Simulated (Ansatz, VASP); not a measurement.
**Os: VASP beside Ansatz**

File INCAR:

```
ALGO = Normal ; EDIFF = 1E-8
ENCUT = 520 ; GGA = PS
ISIF = 2 ; ISMEAR = -1
LASPH = True ; LCHARG = False
LEFG = True ; LREAL = False
LWAVE = False ; NBANDS = 10
NELM = 100 ; PREC = Accurate
SIGMA = 0.03
```

The input KPOINTS:

```
k-points
0
Gamma
  14 14 14
```

The input POSCAR:

```
Os
1.0
    0.0000000000      1.9187129938      1.9187129938
    1.9187129938      0.0000000000      1.9187129938
    1.9187129938      1.9187129938      0.0000000000
Os
1
Direct
    0.0000000000      0.0000000000      0.0000000000
```

Input for Ansatz:

```yaml
crystal:
  lattice:
    - [0.0, 1.9187129938, 1.9187129938]
    - [1.9187129938, 0.0, 1.9187129938]
    - [1.9187129938, 1.9187129938, 0.0]
  atoms:
    - { symbol: Os, position: [0.0, 0.0, 0.0] }
kpoints:
  mp_grid: { grid: [14, 14, 14] }
scf:
  occupations: { method: fermi_dirac, width: 0.03 }
hamiltonian:
  xc: pbesol
  pseudopotentials: { kind: all_electron, datasets: crystal }
output:
  forces: true
  stress: true
  eigenvalues: true
  efg: { contact_densities: true }
```

Change from the starting cell: volume scaled by 0.96, crystal datasets.

Alike in both runs: task electric field gradients; functional PBEsol; k mesh 14 × 14 × 14; occupations fermi-dirac, width 0.03 eV; no spin polarisation.

```csv
,VASP,Ansatz
version,VASP 6.6.1,Ansatz 0.2.0
potentials or method,"VASP PAW PBE potentials, release 64 (Os), cutoff 520 eV","all-electron PAW with datasets made for the crystal, scalar-relativistic"
```

Ansatz gave:

| Quantity | Value |
| --- | --- |
| pressure (GPa) | -5.2 |

What did VASP give for the same quantities?

Pressure (GPa): -4.8.

VASP's potentials were made for PBE, not for PBEsol. Ansatz ran all-electron here, and VASP with PAW potentials.

Spin-orbit coupling is off throughout.
